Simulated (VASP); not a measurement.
# ZnF2 (P4_2/mnm) in VASP: a series of runs, part 2 of 2

VASP 6.6.1. Earlier steps stand in the parts before.

## 4. Single point, PBE (uniaxial z strain +4.9%)

INCAR reads:

```
PREC = Accurate
ENCUT = 600
EDIFF = 1E-6
ISMEAR = -1
SIGMA = 0.02
LREAL = False
LASPH = True
NELM = 120
ALGO = Normal
ISIF = 2
LWAVE = False
LCHARG = False
GGA = PE
NBANDS = 35
GGA_COMPAT = False
```

KPOINTS reads:

```
Automatic mesh
0
Gamma
  6 6 8
```

POSCAR reads:

```
ZnF2
1.0
    4.7033622564      0.0000000000      0.0000000000
    0.0000000000      4.7033622564      0.0000000000
    0.0000000000      0.0000000000      3.2787501618
Zn F
2 4
Direct
    0.0000000000      0.0000000000      0.0000000000
    0.5000000000      0.5000000000      0.5000000000
    0.3042305215      0.3042305215      0.0000000000
    0.1957694785      0.8042305215      0.5000000000
    0.6957694785      0.6957694785      0.0000000000
    0.8042305215      0.1957694785      0.5000000000
```

Potentials or basis: VASP PAW PBE potentials, release 64 (Zn, F).

Started as:

```
cat potpaw_PBE.64/Zn/POTCAR potpaw_PBE.64/F/POTCAR > POTCAR
mpirun -np 1 vasp_std > vasp.out
```

OUTCAR:

```text
PREC = Accurate
   ENCUT = 600
   EDIFF = 1E-6
   ISMEAR = -1
   LREAL = False
   LASPH = True
   NELM = 120
   ISIF = 2
   GGA = PE

 ion  position               nearest neighbor table
   1  0.000  0.000  0.000-   3 2.02   5 2.02   4 2.09   6 2.09   4 2.09   6 2.09
   2  0.500  0.500  0.500-   4 2.02   6 2.02   5 2.09   3 2.09   3 2.09   5 2.09
   3  0.304  0.304  0.000-   1 2.02   2 2.09   2 2.09
   4  0.196  0.804  0.500-   2 2.02   1 2.09   1 2.09
   5  0.696  0.696  0.000-   1 2.02   2 2.09   2 2.09
   6  0.804  0.196  0.500-   2 2.02   1 2.09   1 2.09

  LATTYP: Found a simple tetragonal cell.
 ALAT       =     4.7033622564
 C/A-ratio  =     0.6971077249

  Lattice vectors:

 A1 = (   4.7033622564,   0.0000000000,   0.0000000000)
 A2 = (   0.0000000000,   4.7033622564,   0.0000000000)
 A3 = (   0.0000000000,   0.0000000000,   3.2787501618)

Analysis of symmetry for initial positions (statically):
=====================================================================
 Subroutine PRICEL returns:
 Original cell was already a primitive cell.

 Routine SETGRP: Setting up the symmetry group for a
 simple tetragonal supercell.

 Subroutine GETGRP returns: Found 16 space group operations
 (whereof  8 operations were pure point group operations)
 out of a pool of 16 trial point group operations.

The static configuration has the point symmetry D_2h.
 The point group associated with its full space group is D_4h.

Analysis of symmetry for dynamics (positions and initial velocities):
=====================================================================
 Subroutine PRICEL returns:
 Original cell was already a primitive cell.

 Routine SETGRP: Setting up the symmetry group for a
 simple tetragonal supercell.

 Subroutine GETGRP returns: Found 16 space group operations
 (whereof  8 operations were pure point group operations)
 out of a pool of 16 trial point group operations.
[... 130 lines left out ...]
     AMIX_MAG =   1.60;   BMIX_MAG =  1.00
  volume/ion in A,a.u.               =      12.09        81.58
  Fermi-wavevector in a.u.,A,eV,Ry     =   1.465213  2.768852 29.209672  2.146850
  Thomas-Fermi vector in A             =   2.581097
   LORBIT       =      0    0 simple, 1 ext, 2 COOP (PROOUT), +10 PAW based schemes
   GGA     = PE    functional components
   LHFCALC =     F    Hartree Fock is set to
   AEXX    =    0.0000 exact exchange contribution
   IVDW    =     0    specifies the selected vdW correction
   LEPSILON=     F    determine dielectric tensor
   LRPA    =     F    only Hartree local field effects (RPA)
 non-spin polarized calculation
  energy-cutoff  :      600.00
  volume of cell :       72.53
 maximum number of plane-waves:      2445
 NGX is ok and might be reduce to    40
   NGX = 19   NGY = 19   NGZ = 13

 number of electron      52.0000026 magnetization

 Free energy of the ion-electron system (eV)
  ---------------------------------------------------
  ext. energy  EPLUGINS =         0.00000000
  ---------------------------------------------------
  free energy    TOTEN  =       -23.22336286 eV

  energy without entropy =      -23.22336286  energy(sigma->0) =      -23.22336286

 E-fermi :  -1.1095     XC(G=0): -10.0540

 val. band max:       -1.5680319027   @ k =   0.0000   0.0000   0.0000
 cond. band min:       1.7989605447   @ k =   0.0000   0.0000   0.0000
 fundamental gap:      3.3669924474
 Fermi energy:        -1.1095192629

 k-point     1 :       0.0000    0.0000    0.0000
  band No.  band energies     occupation
      1     -23.0566      2.00000
      2     -22.3335      2.00000
      3     -22.3335      2.00000
      4     -22.3231      2.00000
      5      -7.3538      2.00000
      6      -6.6116      2.00000
[... 901 lines left out ...]
     34      12.5850      0.00000
     35      14.5017      0.00000

 [... further k-points ...]

------------------------ aborting loop because EDIFF is reached ----------------------------------------

  FORCE on cell =-STRESS in cart. coord.  units (eV):
  Direction    XX          YY          ZZ          XY          YZ          ZX
  --------------------------------------------------------------------------------------
  -------------------------------------------------------------------------------------
  Total        0.7627635      0.7627635     -0.8004563      0.0000000      0.0000000      0.0000000
  in kB       16.8490460     16.8490460    -17.6816595      0.0000000      0.0000000      0.0000000
  external PRESSURE =       5.3388108 kB  Pullay stress =       0.0000000 kB

 VOLUME and BASIS-vectors are now :
 -----------------------------------------------------------------------------
  energy-cutoff  :      600.00
  volume of cell :       72.53
      direct lattice vectors                 reciprocal lattice vectors
     4.703362256  0.000000000  0.000000000     0.212613859  0.000000000  0.000000000
     0.000000000  4.703362256  0.000000000     0.000000000  0.212613859  0.000000000
     0.000000000  0.000000000  3.278750162     0.000000000  0.000000000  0.304994266

 POSITION                                       TOTAL-FORCE (eV/Angst)
 -----------------------------------------------------------------------------------
      0.00000      0.00000      0.00000         0.000000      0.000000     -0.000000
      2.35168      2.35168      1.63938         0.000000      0.000000     -0.000000
      1.43091      1.43091      0.00000        -0.000910     -0.000910      0.000000
      0.92077      3.78259      1.63938         0.000910     -0.000910      0.000000
      3.27246      3.27246      0.00000         0.000910      0.000910     -0.000000
      3.78259      0.92077      1.63938        -0.000910      0.000910     -0.000000
 -----------------------------------------------------------------------------------
    total drift:                                0.000000     -0.000000     -0.000000

  FREE ENERGIE OF THE ION-ELECTRON SYSTEM (eV)
  ---------------------------------------------------
  free  energy   TOTEN  =       -23.2233628554 eV

  energy  without entropy=      -23.2233628554  energy(sigma->0) =      -23.22336286
```

OSZICAR:

```text
N       E                     dE             d eps       ncg     rms          rms(c)
DAV:   1     0.639832851268E+03    0.63983E+03   -0.28995E+04  3556   0.222E+03
DAV:   2     0.533759105702E+02   -0.58646E+03   -0.54942E+03  3740   0.528E+02
DAV:   3    -0.240155376327E+02   -0.77391E+02   -0.76527E+02  3834   0.192E+02
DAV:   4    -0.260901978424E+02   -0.20747E+01   -0.20695E+01  4084   0.331E+01
DAV:   5    -0.261046201436E+02   -0.14422E-01   -0.14419E-01  4007   0.286E+00    0.133E+01
DAV:   6    -0.231630699248E+02    0.29416E+01   -0.63374E+00  5190   0.435E+01    0.776E+00
DAV:   7    -0.232611777769E+02   -0.98108E-01   -0.20365E+00  3659   0.957E+00    0.483E+00
DAV:   8    -0.232671506018E+02   -0.59728E-02   -0.43683E-01  5236   0.115E+01    0.154E+00
DAV:   9    -0.232220556956E+02    0.45095E-01   -0.18070E-01  5278   0.134E+01    0.366E-01
DAV:  10    -0.232233797194E+02   -0.13240E-02   -0.26765E-02  4887   0.204E+00    0.184E-01
DAV:  11    -0.232232912664E+02    0.88453E-04   -0.29127E-03  5030   0.613E-01    0.269E-02
DAV:  12    -0.232233643017E+02   -0.73035E-04   -0.26377E-04  4062   0.172E-01    0.180E-02
DAV:  13    -0.232233626395E+02    0.16622E-05   -0.55312E-05  5040   0.797E-02    0.729E-03
DAV:  14    -0.232233626899E+02   -0.50435E-07   -0.10471E-05  3827   0.454E-02    0.177E-03
DAV:  15    -0.232233628554E+02   -0.16545E-06   -0.66506E-07  1933   0.152E-02
   1 F= -.23223363E+02 E0= -.23223363E+02  d E =-.174981E-11
```

It took 2.1 min on 1 thread of AMD EPYC 7R43 (Zen 3), shared host; peak memory 0.23 GiB.

Results:

```yaml
Free_energy: -23.2234 eV
Pressure: 0.5 GPa
Band_gap_on_the_k_mesh: 3.37 eV
```

Stress tensor (GPa, compression positive):
```
 1.68  0.00  0.00
 0.00  1.68  0.00
 0.00  0.00 -1.77
```

Caveat: the cell differs from its parent crystal (uniaxial z strain +4.9%).

## 5. Summary

| cell | gap on the mesh (eV) | pressure (GPa) | largest force (eV/Å) |
| --- | --- | --- | --- |
| a = 4.433, b = 4.433, c = 2.947 Å, 6 atoms, atomic positions A | 3.75 | 41.8 | 0.04 |
| a = 4.703, b = 4.703, c = 3.127 Å, 6 atoms, atomic positions B | 3.51 | 7.0 | 0.04 |
| a = 4.703, b = 4.703, c = 3.279 Å, 6 atoms, atomic positions C | 3.37 | 0.5 | - |

Alike in all rows: task single point; level PBE; potentials or basis VASP PAW PBE potentials, release 64 (Zn, F); no spin polarisation; k mesh 6 × 6 × 8; cutoff (eV) 600; smearing fermi-dirac 0.02 eV.

Caveats: the stress differs along the axes, from 40 to 45 GPa (at least some runs); the cell stands under pressure (at least some runs).

Absolute energies hang on the potentials; compare differences alone.
